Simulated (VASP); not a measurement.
# Si16Ge (a cell with a defect) in VASP: further runs, part 2 of 2

VASP 6.6.1.

### 4 Single point, PBE+D3(BJ)

Contents of INCAR:

```
PREC     = Accurate       # precision mode
ENCUT    = 520            # plane-wave cutoff, eV
EDIFF    = 1E-6           # SCF threshold, eV
ISMEAR   = 0              # smearing method
SIGMA    = 0.02           # smearing width, eV
LREAL    = Auto         
LASPH    = True           # aspherical terms in the spheres
NELM     = 60             # most SCF steps
ALGO     = Normal         # electronic algorithm
ISIF     = 2              # what is computed and relaxed
LWAVE    = False          # write WAVECAR
LCHARG   = False          # write CHGCAR
GGA      = PE             # functional
IVDW     = 12             # dispersion correction
NBANDS   = 53             # bands
```

Contents of KPOINTS:

```
Automatic mesh
0
Gamma
  2 2 2
```

Contents of POSCAR:

```
Si16Ge
1.0
    0.0000000000      5.4300000000      5.4300000000
    5.4300000000      0.0000000000      5.4300000000
    5.4300000000      5.4300000000      0.0000000000
Si Ge
16 1
Direct
    0.0021631676      0.0075220994     -0.0113650092
    0.1300181400      0.1303859116      0.1202070902
    0.0071441068      0.0025391344      0.5024691529
    0.1247769797      0.1251103131      0.6254458564
   -0.0025825967      0.5011592081      0.0014264273
    0.1278406998      0.6220432781      0.1223764273
    0.0017922652      0.4882981584      0.5078412523
    0.1298549724      0.6200457643      0.6305435543
    0.5007905157     -0.0021695212      0.0007260589
    0.6196453959      0.1302347145      0.1203551565
    0.4879585635      0.0021563536      0.5028473297
    0.6217306630      0.1281682320      0.6284822284
    0.5000986188      0.5011244015      0.0014724678
    0.6247359116      0.6251473297      0.1254953959
    0.5007368324      0.5004117864      0.4981749540
    0.6195066298      0.6198852670      0.6307011050
    0.8747726519      0.8751083794      0.3754645488
```

Potentials or basis: VASP PAW PBE potentials, release 64 (Si, Ge_d).

On the command line:

```bash
cat potpaw_PBE.64/Si/POTCAR potpaw_PBE.64/Ge_d/POTCAR > POTCAR
mpirun -np 1 vasp_std > vasp.out
```

OUTCAR:

```text
PREC = Accurate
   ENCUT = 520
   EDIFF = 1E-6
   ISMEAR = 0
   LREAL = Auto
   LASPH = True
   NELM = 60
   ISIF = 2
   GGA = PE
   IVDW = 12
 IVDW          = 12

 ion  position               nearest neighbor table
   1  0.002  0.008  0.989-   4 2.28   2 2.40  10 2.40   6 2.42  17 2.43
   2  0.130  0.130  0.120-   9 2.33   5 2.33   3 2.40   1 2.40  17 2.77
   3  0.007  0.003  0.502-   4 2.28   2 2.40   8 2.40  12 2.42  17 2.43
   4  0.125  0.125  0.625-   3 2.28  11 2.28   7 2.28   1 2.28
   5  0.997  0.501  0.001-   2 2.33   8 2.33   6 2.33  14 2.34
   6  0.128  0.622  0.122-   5 2.33  13 2.33   7 2.42   1 2.42  17 2.75
   7  0.002  0.488  0.508-   4 2.28  16 2.40   8 2.40   6 2.42  17 2.43
   8  0.130  0.620  0.631-  15 2.33   5 2.33   3 2.40   7 2.40  17 2.77
   9  0.501  0.998  0.001-   2 2.33  10 2.33  12 2.33  14 2.34
  10  0.620  0.130  0.120-   9 2.33  13 2.33  11 2.40   1 2.40  17 2.77
  11  0.488  0.002  0.503-   4 2.28  16 2.40  10 2.40  12 2.42  17 2.43
  12  0.622  0.128  0.628-  15 2.33   9 2.33   3 2.42  11 2.42  17 2.75
  13  0.500  0.501  0.001-  16 2.33  10 2.33   6 2.33  14 2.34
  14  0.625  0.625  0.125-  15 2.34   5 2.34  13 2.34   9 2.34
  15  0.501  0.500  0.498-  16 2.33   8 2.33  12 2.33  14 2.34
  16  0.620  0.620  0.631-  15 2.33  13 2.33  11 2.40   7 2.40  17 2.77
[... 212 lines left out ...]
      4     -18.2547      2.00000
      5     -18.2517      2.00000
      6      -6.5240      2.00000
[... 421 lines left out ...]
     50      10.3149      0.00000
     51      10.3420      0.00000
 [bands above 51 left out]

------------------------ aborting loop because EDIFF is reached ----------------------------------------

 Edisp (eV)   -5.66649

 E8    (eV) :    -2.3554

  FORCE on cell =-STRESS in cart. coord.  units (eV):
  Direction    XX          YY          ZZ          XY          YZ          ZX
  --------------------------------------------------------------------------------------
  -------------------------------------------------------------------------------------
  Total       6.77574     7.60761     7.67576    -0.00044     0.00054    -0.00029
  in kB      33.90298    38.06531    38.40631    -0.00219     0.00272    -0.00147
  external pressure =       36.79 kB  Pullay stress =        0.00 kB

 VOLUME and BASIS-vectors are now :
 -----------------------------------------------------------------------------
  energy-cutoff  :      520.00
  volume of cell :      320.21
      direct lattice vectors                 reciprocal lattice vectors
     0.000000000  5.430000000  5.430000000    -0.092081031  0.092081031  0.092081031
     5.430000000  0.000000000  5.430000000     0.092081031 -0.092081031  0.092081031
     5.430000000  5.430000000  0.000000000     0.092081031  0.092081031 -0.092081031

 POSITION                                       TOTAL-FORCE (eV/Angst)
 -----------------------------------------------------------------------------------
      5.40913      5.38003      0.05259        -0.003227      0.003281     -0.006165
      1.36072      1.35872      1.41399         0.000231     -0.000800      0.000290
      2.74220      2.76720      0.05258         0.003654     -0.001369     -0.003348
      4.07552      4.07371      1.35689        -0.000874     -0.000547      0.000430
      2.72904      5.42372      8.13727        -0.000185      0.003947      0.003763
      4.04220      1.35868      4.07187         0.003041     -0.000446      0.000630
[... 9 lines left out ...]
      6.79068      6.78863      6.72990         0.001623      0.001924     -0.000591
      6.79061      6.78879      9.50185        -0.001847     -0.000980      0.000532
 -----------------------------------------------------------------------------------
    total drift:                               -0.008451     -0.003274      0.000112

  FREE ENERGIE OF THE ION-ELECTRON SYSTEM (eV)
  ---------------------------------------------------
  free  energy   TOTEN  =       -92.3594744433 eV

  energy  without entropy=      -92.3592531445  energy(sigma->0) =      -92.35936379
```

Wall time 4.9 min (1 thread of AMD EPYC 7R13 (Zen 3), shared host); peak memory 0.45 GiB.

Results:

| Quantity | Value |
| --- | --- |
| Free energy | -92.3595 eV |
| Pressure | 3.7 GPa |
| Largest force | 0.008 eV/Å |
| Band gap on the k mesh | zero (bands 39 and 40 overlap by 0.34 eV) |
| Dispersion energy per atom | -0.333 eV |

Forces in eV/Å, atoms in the order of the input:
```
Si  -0.003  0.003 -0.006
Si   0.000 -0.001  0.000
Si   0.004 -0.001 -0.003
Si  -0.001 -0.001  0.000
Si   0.000  0.004  0.004
Si   0.003  0.000  0.001
Si  -0.004 -0.003  0.005
Si   0.001  0.001 -0.002
Si   0.001 -0.001  0.003
Si   0.000  0.000  0.002
Si   0.003  0.001  0.003
Si  -0.001  0.000  0.000
Si   0.000 -0.003 -0.005
Si  -0.003 -0.001  0.001
Si   0.000  0.002 -0.002
Si   0.002  0.002 -0.001
Ge  -0.002 -0.001  0.001
```

Levels at points of the mesh, in eV from the Fermi level:
| k point | band 36 | band 37 | band 38 | band 39 | band 40 | band 41 | band 42 | band 43 |
| --- | --- | --- | --- | --- | --- | --- | --- | --- |
| (0.00, 0.00, 0.00) | -0.85 | -0.80 | -0.80 | -0.28 | -0.28 | -0.24 | -0.03 | 0.04 |
| (0.50, 0.00, 0.00) | -1.54 | -1.49 | -1.48 | -0.34 | 0.49 | 0.52 | 0.85 | 0.86 |
| (0.00, 0.50, 0.00) | -1.54 | -1.49 | -1.48 | -0.34 | 0.49 | 0.52 | 0.85 | 0.86 |
| (0.00, 0.00, 0.50) | -1.54 | -1.49 | -1.48 | -0.34 | 0.49 | 0.52 | 0.85 | 0.86 |
| (0.50, 0.50, 0.50) | -1.54 | -1.49 | -1.48 | -0.34 | 0.49 | 0.52 | 0.85 | 0.86 |
| (0.50, 0.50, 0.00) | -2.10 | -1.90 | -1.31 | 0.04 | 0.78 | 1.00 | 1.03 | 1.07 |
| (0.00, 0.50, 0.50) | -2.08 | -1.95 | -1.35 | 0.06 | 0.78 | 1.01 | 1.01 | 1.05 |
| (0.50, 0.00, 0.50) | -2.10 | -1.91 | -1.32 | 0.04 | 0.78 | 1.00 | 1.03 | 1.07 |

Caveat: the k points lie up to 0.50 Å⁻¹ apart.

### 5 Single point, PBE+D3(BJ)

Contents of INCAR:

```
SYSTEM = Si16Ge
ALGO = Normal ; EDIFF = 1E-6
ENCUT = 520 ; GGA = PE
ISIF = 2 ; ISMEAR = 0
IVDW = 12 ; LASPH = .TRUE.
LCHARG = .FALSE. ; LREAL = Auto
LWAVE = .FALSE. ; NBANDS = 53
NELM = 80 ; PREC = Accurate
SIGMA = 0.02
```

Contents of KPOINTS:

```
k-points
0
G
  2 2 2
  0 0 0
```

Contents of POSCAR:

```
Si16Ge
1.0
    0.0000000000      5.4300000000      5.4300000000
    5.4300000000      0.0000000000      5.4300000000
    5.4300000000      5.4300000000      0.0000000000
Si Ge
16 1
Direct
    0.0001234807      0.0005162983     -0.0003430018
    0.1240832413      0.1245646409      0.1243767956
    0.0030111418      0.0034343462      0.4967452118
    0.1241143646      0.1245134438      0.6269307551
    0.0052554328      0.4954000000      0.0047987109
    0.1248648250      0.6278075506      0.1236042357
    0.0054199816      0.4952240331      0.4943041436
    0.1367752302      0.6178709945      0.6224350829
    0.4947939227      0.0058848987      0.0049565378
    0.6274128913      0.1252826888      0.1236360958
    0.4949433702      0.0057139042      0.4944529466
    0.6174251381      0.1373135359      0.6227862799
    0.4972347145      0.4976512891      0.0025150092
    0.6229010129      0.6237492634      0.1364903315
    0.4999749540      0.5005090239      0.4997022099
    0.6232925414      0.6233293738      0.6167744936
    0.7499215470      0.7505379374      0.7497073665
```

On the command line:

```bash
cat potpaw_PBE.64/Si/POTCAR potpaw_PBE.64/Ge_d/POTCAR > POTCAR
mpirun -np 1 vasp_std > vasp.out
```

Wall time 7.9 min (1 thread of Intel Xeon 8259CL, shared host); peak memory 0.49 GiB.

It converged, with:

| Property | Result |
| --- | --- |
| Free energy | -92.3594 eV |
| Pressure | 3.7 GPa |
| Largest force | 0.023 eV/Å |
| Band gap on the k mesh | zero (bands 39 and 40 overlap by 0.34 eV) |
| Dispersion energy per atom | -0.333 eV |

Forces on the atoms (eV/Å):
```
Si   0.000  0.000 -0.001
Si   0.009  0.006 -0.010
Si   0.001 -0.001  0.002
Si  -0.009 -0.007 -0.010
Si   0.000  0.002  0.000
Si  -0.008  0.006  0.012
Si  -0.002  0.000  0.000
Si   0.008 -0.005  0.016
Si   0.002  0.000  0.000
Si   0.008 -0.006  0.012
Si   0.000 -0.002  0.001
Si  -0.008  0.005  0.017
Si   0.001 -0.001  0.001
Si  -0.010 -0.008 -0.020
Si  -0.001  0.001  0.000
Si   0.010  0.007 -0.020
Ge  -0.001  0.002  0.000
```

Stress tensor (GPa, compression positive):
```
3.84 0.00 0.00
0.00 3.81 0.00
0.00 0.00 3.39
```

Levels at points of the mesh, in eV from the Fermi level:
| k point | band 35 | band 36 | band 37 | band 38 | band 39 | band 40 | band 41 | band 42 | band 43 | band 44 |
| --- | --- | --- | --- | --- | --- | --- | --- | --- | --- | --- |
| (0.00, 0.00, 0.00) | -1.75 | -0.85 | -0.80 | -0.79 | -0.28 | -0.28 | -0.24 | -0.04 | 0.04 | 0.40 |
| (0.50, 0.00, 0.00) | -1.54 | -1.54 | -1.49 | -1.48 | -0.34 | 0.48 | 0.53 | 0.86 | 0.86 | 1.23 |
| (0.00, 0.50, 0.00) | -1.54 | -1.54 | -1.49 | -1.48 | -0.34 | 0.48 | 0.53 | 0.86 | 0.86 | 1.23 |
| (0.00, 0.00, 0.50) | -1.54 | -1.54 | -1.49 | -1.48 | -0.34 | 0.49 | 0.53 | 0.86 | 0.86 | 1.23 |
| (0.50, 0.50, 0.50) | -1.54 | -1.54 | -1.49 | -1.48 | -0.34 | 0.49 | 0.53 | 0.86 | 0.86 | 1.23 |
| (0.50, 0.50, 0.00) | -2.08 | -2.08 | -1.96 | -1.35 | 0.06 | 0.78 | 1.01 | 1.01 | 1.05 | 1.93 |
| (0.00, 0.50, 0.50) | -2.11 | -2.10 | -1.90 | -1.31 | 0.04 | 0.78 | 1.00 | 1.03 | 1.08 | 1.89 |
| (0.50, 0.00, 0.50) | -2.11 | -2.09 | -1.90 | -1.31 | 0.04 | 0.78 | 0.99 | 1.03 | 1.08 | 1.89 |

Caveat: the k points lie up to 0.50 Å⁻¹ apart.
